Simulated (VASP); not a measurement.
Os, 1 atom in the cell. Symmetry: Fm-3m, No. 225, cubic system. The conventional cell has a = 3.871 Å, b = 3.871 Å, c = 3.871 Å, α = 90.00°, β = 90.00°, γ = 90.00°. Within 3.6 Å of Os (site symmetry m-3m) lie 12 Os at 2.74 Å. 

* Program: VASP 6.6.1
* Task: single point
* Functional: RPBE
* Potentials or basis: VASP PAW PBE potentials, release 64 (Os)
* Cutoff: 520 eV
* k mesh: 23 × 23 × 23
* Occupations: fermi-dirac, width 0.1 eV
* Spin: no spin polarisation
* Dipole correction: no
* Further INCAR settings: ALGO = Normal; EDIFF = 1e-06; NBANDS = 10

Potentials or basis: VASP PAW PBE potentials, release 64 (Os).

The run is started by

```bash
$ cat potpaw_PBE.64/Os/POTCAR > POTCAR
$ mpirun -np 1 vasp_std > vasp.out
```

Hardware: 1 thread of Intel(R) Xeon(R) 6975P-C (Granite Rapids) (shared host).

**Question.** Estimate the wall time of this run.

**Answer.** Run time: 16 s on 1 thread of Intel(R) Xeon(R) 6975P-C (Granite Rapids), with other jobs on the host, peak memory 0.17 GiB. Counts: scf iterations 12, k points 364.
